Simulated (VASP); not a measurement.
# Si2Mo (I4/mmm) in VASP: settings compared

Si2Mo is run at these levels: LDA, r2SCAN, PBEsol+D4; tasks: single point.

Program: VASP 6.6.1. These are calculated values, not measurements. Logs are shortened: lines on timing, memory, paths and dates and some standing lists are left out, and cuts for length are marked.

### Step 1. The cell of the first run

Symmetry: I4/mmm, No. 139, tetragonal system. The conventional cell has a = 3.157 Å, b = 3.157 Å, c = 7.755 Å, α = 90.00°, β = 90.00°, γ = 90.00°. Within 3.4 Å of Mo (site symmetry 4/mmm) lie 10 Si at 2.58 Å and 4 Mo at 3.16 Å. Si (site symmetry 4mm) has 9 Si at 2.58 to 3.16 Å and 5 Mo at 2.58 Å within 3.4 Å.

### Step 2. Single point, LDA

INCAR

```
ALGO = Normal
EDIFF = 1E-7
ENCUT = 520
GGA = CA
ISIF = 2
ISMEAR = -1
LASPH = True
LCHARG = False
LREAL = False
LWAVE = False
NBANDS = 18
NELM = 80
PREC = Accurate
SIGMA = 0.05
```

KPOINTS

```
k-points
0
Gamma
  12 12 12
```

POSCAR

```
Si2Mo
1.0
   -1.5783757276      1.5783757276      3.8773786233
    1.5783757276     -1.5783757276      3.8773786233
    1.5783757276      1.5783757276     -3.8773786233
Mo Si
1 2
Direct
    0.0000000000      0.0000000000      0.0000000000
    0.6670000000      0.6670000000      0.0000000000
    0.3330000000      0.3330000000      0.0000000000
```

Potentials or basis: VASP PAW LDA potentials, release 64 (Mo_sv, Si).

Run with:

```
$ cat potpaw_LDA.64/Mo_sv/POTCAR potpaw_LDA.64/Si/POTCAR > POTCAR
$ mpirun -np 1 vasp_std > vasp.out
```

OUTCAR:

```text
EDIFF = 1E-7
   ENCUT = 520
   GGA = CA
   ISIF = 2
   ISMEAR = -1
   LASPH = True
   LREAL = False
   NELM = 80
   PREC = Accurate

 ion  position               nearest neighbor table
   1  0.000  0.000  0.000-   2 2.58   2 2.58   2 2.58   3 2.58   2 2.58   3 2.58   3 2.58   3 2.58
                             2 2.58   3 2.58
   2  0.667  0.667  0.000-   3 2.58   3 2.58   3 2.58   3 2.58   1 2.58   1 2.58   1 2.58   1 2.58
                             1 2.58   3 2.59
   3  0.333  0.333  0.000-   2 2.58   2 2.58   2 2.58   2 2.58   1 2.58   1 2.58   1 2.58   1 2.58
                             1 2.58   2 2.59

  LATTYP: Found a body centered tetragonal cell.
 ALAT       =     3.1567514552
 C/A-ratio  =     2.4565625000

  Lattice vectors:

 A1 = (  -1.5783757276,   1.5783757276,   3.8773786233)
 A2 = (   1.5783757276,  -1.5783757276,   3.8773786233)
 A3 = (   1.5783757276,   1.5783757276,  -3.8773786233)

Analysis of symmetry for initial positions (statically):
=====================================================================
 Subroutine PRICEL returns:
 Original cell was already a primitive cell.

 Routine SETGRP: Setting up the symmetry group for a
 body centered tetragonal supercell.

 Subroutine GETGRP returns: Found 16 space group operations
 (whereof 16 operations were pure point group operations)
 out of a pool of 16 trial point group operations.

The static configuration has the point symmetry D_4h.

Analysis of symmetry for dynamics (positions and initial velocities):
=====================================================================
 Subroutine PRICEL returns:
 Original cell was already a primitive cell.

 Routine SETGRP: Setting up the symmetry group for a
 body centered tetragonal supercell.

 Subroutine GETGRP returns: Found 16 space group operations
 (whereof 16 operations were pure point group operations)
 out of a pool of 16 trial point group operations.

The dynamic configuration has the point symmetry D_4h.

 Subroutine INISYM returns: Found 16 space group operations
 (whereof 16 operations are pure point group operations),
 and found     1 'primitive' translations

----------------------------------------------------------------------------------------

                                     Primitive cell

  volume of cell :      38.6384

  direct lattice vectors                    reciprocal lattice vectors
    -1.578375728  1.578375728  3.877378623     0.000000000  0.316781354  0.128953102
     1.578375728 -1.578375728  3.877378623     0.316781354  0.000000000  0.128953102
     1.578375728  1.578375728 -3.877378623     0.316781354  0.316781354  0.000000000

  length of vectors
     4.473992050  4.473992050  4.473992050     0.342022410  0.342022410  0.447996487

  position of ions in fractional coordinates (direct lattice)
     0.000000000  0.000000000  0.000000000
     0.667000000  0.667000000  0.000000000
     0.333000000  0.333000000  0.000000000

  ion indices of the primitive-cell ions
   primitive index   ion index
                 1           1
                 2           2
                 3           3

----------------------------------------------------------------------------------------

 KPOINTS: k-points

Automatic generation of k-mesh.
 Grid dimensions read from file:
 generate k-points for:   12   12   12

 Generating k-lattice:

  Cartesian coordinates                     Fractional coordinates (reciprocal lattice)
     0.000000000  0.026398446  0.010746092     0.083333333  0.000000000  0.000000000
     0.026398446  0.000000000  0.010746092     0.000000000  0.083333333  0.000000000
     0.026398446  0.026398446  0.000000000     0.000000000  0.000000000  0.083333333

  Length of vectors
     0.028501867  0.028501867  0.037333041

  Shift w.r.t. Gamma in fractional coordinates (k-lattice)
     0.000000000  0.000000000  0.000000000

 Subroutine IBZKPT returns following result:
 ===========================================

 Found    163 irreducible k-points:

 Following reciprocal coordinates:
            Coordinates               Weight
  0.000000  0.000000  0.000000      1.000000
  0.083333  0.000000  0.000000      8.000000
  0.166667  0.000000  0.000000      8.000000
  0.250000  0.000000 -0.000000      8.000000
  0.333333  0.000000 -0.000000      8.000000
  0.416667  0.000000  0.000000      8.000000
[... 16 lines left out ...]
  0.500000  0.166667  0.000000     16.000000
 -0.416667  0.166667  0.000000     16.000000
 [... further k-points ...]
   k-points           NKPTS =    163   k-points in BZ     NKDIM =    163   number of bands    NBANDS=     18
   number of dos      NEDOS =    301   number of ions     NIONS =      3
   total plane-waves  NPLWV =  46656
   dimension x,y,z NGX =    36 NGY =   36 NGZ =   36
   dimension x,y,z NGXF=    72 NGYF=   72 NGZF=   72
   ions per type =               1   2
   NGX,Y,Z   is equivalent  to a cutoff of  13.38, 13.38, 13.38 a.u.
   NGXF,Y,Z  is equivalent  to a cutoff of  26.75, 26.75, 26.75 a.u.
 SYSTEM =  unknown system
   PREC   = accura    normal or accurate (medium, high low for compatibility)
   ISTART =      0    job   : 0-new  1-cont  2-samecut
   ICHARG =      2    charge: 1-file 2-atom 10-const
   ISPIN  =      1    spin polarized calculation?
   LNONCOLLINEAR =      F non collinear calculations
   LSORBIT =      F    spin-orbit coupling
   LASPH  =      T    aspherical Exc in radial PAW
   ENCUT  =  520.0 eV  38.22 Ry    6.18 a.u.   8.32  8.32  8.32*2*pi/ulx,y,z
   NELM   =     80;   NELMIN=  2; NELMDL= -5     # of ELM steps
   EDIFF  = 0.1E-06   stopping-criterion for ELM
   LREAL  =      F    real-space projection
   EDIFFG = 0.1E-05   stopping-criterion for IOM
   NSW    =      0    number of steps for IOM
   IBRION =     -1    ionic relax: 0-MD 1-quasi-New 2-CG
   NFREE  =      0    steps in history (QN), initial steepest desc. (CG)
   ISIF   =      2    stress and relaxation
   ISYM   =      2    0-nonsym 1-usesym 2-fastsym
   POTIM  = 0.5000    time-step for ionic-motion
   TEBEG  =    0.0;   TEEND  =   0.0 temperature during run
   PSTRESS=    0.0 pullay stress
   NELECT =      22.0000    total number of electrons
   NUPDOWN=      -1.0000    fix difference up-down
   EMIN   =  10.00;   EMAX   =-10.00  energy-range for DOS
   EFERMI =   0.00;   METHOD = LEGACY
   ISMEAR =    -1;   SIGMA  =   0.05  broadening in eV -4-tet -1-fermi 0-gaus
   EFERMI_NEDOS =   21; number of points for ismear=-14 and -15
   IALGO  =     38    algorithm
   IMIX   =      4    mixing-type and parameters
     AMIX     =   0.40;   BMIX     =  1.00
     AMIX_MAG =   1.60;   BMIX_MAG =  1.00
  volume/ion in A,a.u.               =      12.88        86.91
  Fermi-wavevector in a.u.,A,eV,Ry     =   1.356884  2.564139 25.050152  1.841134
  Thomas-Fermi vector in A             =   2.483849
   LORBIT       =      0    0 simple, 1 ext, 2 COOP (PROOUT), +10 PAW based schemes
   GGA     = CA    functional components
   LHFCALC =     F    Hartree Fock is set to
   AEXX    =    0.0000 exact exchange contribution
   IVDW    =     0    specifies the selected vdW correction
   LEPSILON=     F    determine dielectric tensor
   LRPA    =     F    only Hartree local field effects (RPA)
 non-spin polarized calculation
  energy-cutoff  :      520.00
  volume of cell :       38.64
 maximum number of plane-waves:      1056
 NGX is ok and might be reduce to    36
   NGX = 17   NGY = 17   NGZ = 17

 number of electron      22.0000000 magnetization

 Free energy of the ion-electron system (eV)
  ---------------------------------------------------
  ext. energy  EPLUGINS =         0.00000000
  ---------------------------------------------------
  free energy    TOTEN  =       -25.80703485 eV

  energy without entropy =      -25.80491238  energy(sigma->0) =      -25.80597361

 E-fermi :  12.8321     XC(G=0): -12.7456

 val. band max:       12.7656420221   @ k =  -0.3333  -0.4167   0.3333
 cond. band min:      12.8777516049   @ k =   0.0833   0.0000   0.0000
 fundamental gap:      0.1121095829
 Fermi energy:        12.8321459584

 k-point     1 :       0.0000    0.0000    0.0000
  band No.  band energies     occupation
      1     -47.5091      2.00000
      2     -21.8973      2.00000
      3     -21.7676      2.00000
      4     -21.7676      2.00000
      5      -0.8903      2.00000
      6       6.2503      2.00000
[... 10 lines left out ...]
     17      18.0886      0.00000
     18      18.0886      0.00000

 k-point     2 :       0.0833    0.0000    0.0000
  band No.  band energies     occupation
      1     -47.5076      2.00000
      2     -21.8958      2.00000
      3     -21.7884      2.00000
      4     -21.7656      2.00000
      5      -0.7596      2.00000
      6       6.2692      2.00000
[... 10 lines left out ...]
     17      18.2085      0.00000
     18      18.8166      0.00000

 k-point     3 :       0.1667    0.0000    0.0000
  band No.  band energies     occupation
      1     -47.5033      2.00000
      2     -21.8916      2.00000
      3     -21.8450      2.00000
      4     -21.7604      2.00000
      5      -0.3749      2.00000
      6       6.2572      2.00000
[... 10 lines left out ...]
     17      18.9277      0.00000
     18      20.2494      0.00000

 k-point     4 :       0.2500    0.0000   -0.0000
  band No.  band energies     occupation
      1     -47.4975      2.00000
      2     -21.9219      2.00000
      3     -21.8854      2.00000
      4     -21.7532      2.00000
      5       0.2425      2.00000
      6       5.9419      2.00000
[... 375 lines left out ...]
      4     -21.8135      2.00000
      5       2.6119      2.00000
      6       4.1534      2.00000
[... 10 lines left out ...]
     17      20.4140      0.00000
     18      21.9525      0.00000

 k-point    23 :       0.5000    0.1667    0.0000
  band No.  band energies     occupation
      1     -47.4804      2.00000
      2     -22.0598      2.00000
      3     -21.8654      2.00000
      4     -21.8111      2.00000
      5       3.1411      2.00000
      6       3.6132      2.00000
[... 10 lines left out ...]
     17      20.5712      0.00000
     18      21.8480      0.00000

 k-point    24 :      -0.4167    0.1667    0.0000
  band No.  band energies     occupation
      1     -47.4820      2.00000
      2     -22.0402      2.00000
      3     -21.8655      2.00000
      4     -21.8133      2.00000
      5       2.1370      2.00000
      6       4.6551      2.00000
[... 10 lines left out ...]
     17      20.3583      0.00000
     18      21.2976      0.00000

 [... further k-points ...]
[... 5 lines left out ...]
  --------------------------------------------------------------------------------------
  -------------------------------------------------------------------------------------
  Total        0.9249926      0.9249926      0.7673983      0.0000000     -0.0000000      0.0000000
  in kB       38.3556930     38.3556930     31.8208978      0.0000000     -0.0000000      0.0000000
  external PRESSURE =      36.1774279 kB  Pullay stress =       0.0000000 kB

 VOLUME and BASIS-vectors are now :
 -----------------------------------------------------------------------------
  energy-cutoff  :      520.00
  volume of cell :       38.64
      direct lattice vectors                 reciprocal lattice vectors
    -1.578375728  1.578375728  3.877378623     0.000000000  0.316781354  0.128953102
     1.578375728 -1.578375728  3.877378623     0.316781354  0.000000000  0.128953102
     1.578375728  1.578375728 -3.877378623     0.316781354  0.316781354  0.000000000

 POSITION                                       TOTAL-FORCE (eV/Angst)
 -----------------------------------------------------------------------------------
      0.00000      0.00000      0.00000         0.000000      0.000000     -0.000000
      0.00000      0.00000      5.17242         0.000000      0.000000     -0.301057
      0.00000      0.00000      2.58233        -0.000000     -0.000000      0.301057
 -----------------------------------------------------------------------------------
    total drift:                                0.000000      0.000000     -0.000000

  FREE ENERGIE OF THE ION-ELECTRON SYSTEM (eV)
  ---------------------------------------------------
  free  energy   TOTEN  =       -25.8070348458 eV

  energy  without entropy=      -25.8049123805  energy(sigma->0) =      -25.80597361
```

It took 2.2 min on 1 thread of Intel Xeon Platinum 8259CL at 2.50GHz (Skylake/Cascade Lake), shared host; peak memory 0.24 GiB.

Results:

```
Free energy            : -25.8070 eV
Pressure               : 3.6 GPa
Largest force          : 0.301 eV/Å
Band gap on the k mesh : zero (band 11 reaches 13.37 eV, above the bottom of band 12 at 12.32 eV)
```

Forces on the atoms (eV/Å):
```
Mo   0.000  0.000  0.000
Si   0.000  0.000 -0.301
Si   0.000  0.000  0.301
```

Stress tensor (GPa, compression positive):
```
3.84 0.00 0.00
0.00 3.84 0.00
0.00 0.00 3.18
```

Levels at points of the mesh, in eV from the Fermi level:
```csv
k point,band 8,band 9,band 10,band 11,band 12,band 13,band 14,band 15
"(0.00, 0.00, 0.00)",-3.25,-2.77,-2.77,0.43,3.03,3.30,3.75,3.75
"(0.50, 0.00, 0.00)",-4.54,-2.77,-2.63,-0.57,2.37,3.08,4.32,4.35
"(0.50, 0.50, 0.00)",-5.26,-4.64,-3.23,-1.09,2.43,2.87,3.15,3.39
"(0.50, 0.50, 0.50)",-2.42,-0.63,-0.63,-0.51,-0.51,0.58,4.74,5.53
```

(Part 1 of 2 ends here.)
